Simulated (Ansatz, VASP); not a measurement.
# One calculation of HfC, two programs

```xyz
2
Lattice="0.0000 2.3809 2.3809 2.3809 0.0000 2.3809 2.3809 2.3809 0.0000" Properties=species:S:1:pos:R:3 pbc="T T T"
Hf    2.3809    2.3809    2.3809
C     0.0000    0.0000    0.0000
```

Alike in both runs: task single point; functional BLYP; k mesh 8 × 8 × 8; occupations gaussian, width 0.05 eV; no spin polarisation.

|  | VASP | Ansatz |
| --- | --- | --- |
| version | VASP 6.6.1 | Ansatz 0.2.0 |
| potentials or method | VASP PAW PBE potentials, release 64 (Hf_pv, C), cutoff 600 eV | scalar-relativistic, plane waves, PAW |
| valence electrons in the cell | 14 | 30 |

Ansatz gave:

| Quantity | Value |
| --- | --- |
| gap on the k mesh at the Fermi level (eV) | none |
| pressure (GPa) | -7.9 |

Task: Estimate VASP's values.

Result: gap on the k mesh at the Fermi level (eV): none; pressure (GPa): -8.2.

VASP's potentials were made for PBE, not for BLYP. A gap of «none» marks a metal or a gap that the smearing closes. With one functional, cell and mesh, what is left measures potentials, basis and numerics. VASP's potentials hold 14 valence electrons a cell and Ansatz's 30, so a difference there can come from the potentials and not from the codes.

Spin-orbit coupling is off throughout.
